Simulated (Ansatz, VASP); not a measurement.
# One calculation of KI, two programs

The input POSCAR:

```
KI
1.0
    0.0000000000      3.5445661365      3.5445661365
    3.7377449909      0.0000000000      3.5445661365
    3.7377449909      3.5445661365      0.0000000000
K I
1 1
Direct
    0.0000000000      0.0000000000      0.0000000000
    0.5000000000      0.5000000000      0.5000000000
```

INCAR.step1

```
ALGO     = Normal         # electronic algorithm
EDIFF    = 1E-4           # SCF threshold, eV
ENCUT    = 520            # plane-wave cutoff, eV
GGA      = PE             # functional
ISMEAR   = 0              # smearing method
LASPH    = True           # aspherical terms in the spheres
LCHARG   = False          # write CHGCAR
LREAL    = False          # projectors in reciprocal space
LWAVE    = True           # write WAVECAR
NBANDS   = 15             # bands
NELM     = 80             # most SCF steps
PREC     = Accurate       # precision mode
SIGMA    = 0.01           # smearing width, eV
```

Contents of INCAR.step2:

```
ALGO     = Normal         # electronic algorithm
EDIFF    = 1E-6           # SCF threshold, eV
ENCUT    = 520            # plane-wave cutoff, eV
ISIF     = 2              # what is computed and relaxed
ISMEAR   = 0              # smearing method
ISTART   = 1            
LASPH    = True           # aspherical terms in the spheres
LCHARG   = False          # write CHGCAR
LMIXTAU  = True         
LREAL    = False          # projectors in reciprocal space
LWAVE    = False          # write WAVECAR
METAGGA  = R2SCAN         # meta-GGA
NBANDS   = 15             # bands
NELM     = 80             # most SCF steps
PREC     = Accurate       # precision mode
SIGMA    = 0.01           # smearing width, eV
```

File KPOINTS:

```
k-points
0
Gamma
  6 6 6
```

Input for Ansatz:

```yaml
crystal:
  lattice:
    - [0.0, 3.5445661365, 3.5445661365]
    - [3.7377449909, 0.0, 3.5445661365]
    - [3.7377449909, 3.5445661365, 0.0]
  atoms:
    - { symbol: K, position: [0.0, 0.0, 0.0] }
    - { symbol: I, position: [0.5, 0.5, 0.5] }
kpoints:
  mp_grid: { grid: [6, 6, 6] }
  band_path:
    path:
      - [0.0, 0.0, 0.0]
      - [0.5, 0.0, 0.5]
      - [0.625, 0.25, 0.625]
      - [0.375, 0.375, 0.75]
      - [0.5, 0.5, 0.5]
      - [0.5, 0.25, 0.75]
    npoints: 1
hamiltonian:
  xc: r2scan
scf:
  occupations: { method: fixed }
  n_extra_bands: 4
output:
  forces: true
  stress: true
  eigenvalues: true
```

Change from the starting cell: uniaxial_x strain +5.5%.

Alike in both runs: task single point; functional r2SCAN; k mesh 6 × 6 × 6; no spin polarisation.

```csv
,VASP,Ansatz
version,VASP 6.6.1,Ansatz 0.2.0
potentials or method,"VASP PAW PBE potentials, release 64 (K_sv, I)","plane waves, PAW"
plane-wave cutoff (eV),520,500
occupations,"gaussian, width 0.01 eV",fixed
valence electrons in the cell,16,26
```

VASP gave:

| Quantity | Value |
| --- | --- |
| gap on the k mesh at the Fermi level (eV) | 4.45 |
| pressure (GPa) | -0.5 |
| traceless stress, the component that is largest in VASP (GPa) | -0.65 |

Q: Which values does Ansatz return?

A: gap on the k mesh at the Fermi level (eV): 4.45; pressure (GPa): -0.5; traceless stress, the component that is largest in VASP (GPa): -0.64.

VASP's potentials were made for PBE, not for r2SCAN. VASP's potentials hold 16 valence electrons a cell and Ansatz's 26, so a difference there can come from the potentials and not from the codes.

Spin-orbit coupling is off throughout.
